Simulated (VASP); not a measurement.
Runs of VASP 6.6.1 on Tl. The structure is that of space group Fm-3m (No. 225), or close to it. The cells are those of the table. 

```tsv
task	cell	gap on the mesh (eV)	pressure (GPa)
electric field gradients	a = 3.122 Å, angles 60.0°, 1 atom	none	(a)
electric field gradients	a = 3.000 Å, angles 60.0°, 1 atom	none	50.7
single point	a = 3.062 Å, angles 60.0°, 1 atom	none	37.4
single point	a = 3.082 Å, angles 60.0°, 1 atom	none	33.8
```

Alike in all rows: level PBE; potentials or basis VASP PAW PBE potentials, release 64 (Tl_d); no spin polarisation; k mesh 14 × 14 × 14; cutoff (eV) 520; smearing fermi-dirac 0.05 eV.

Problem. Estimate the missing entries.

Solution. (a) 27.5.

Caveats: spin-orbit coupling is left out, which moves the levels of the heavy elements.

A k mesh can miss the band edges, and the runs leave out spin-orbit coupling on Tl.

A gap of «none» marks levels without a gap at the run's occupations.
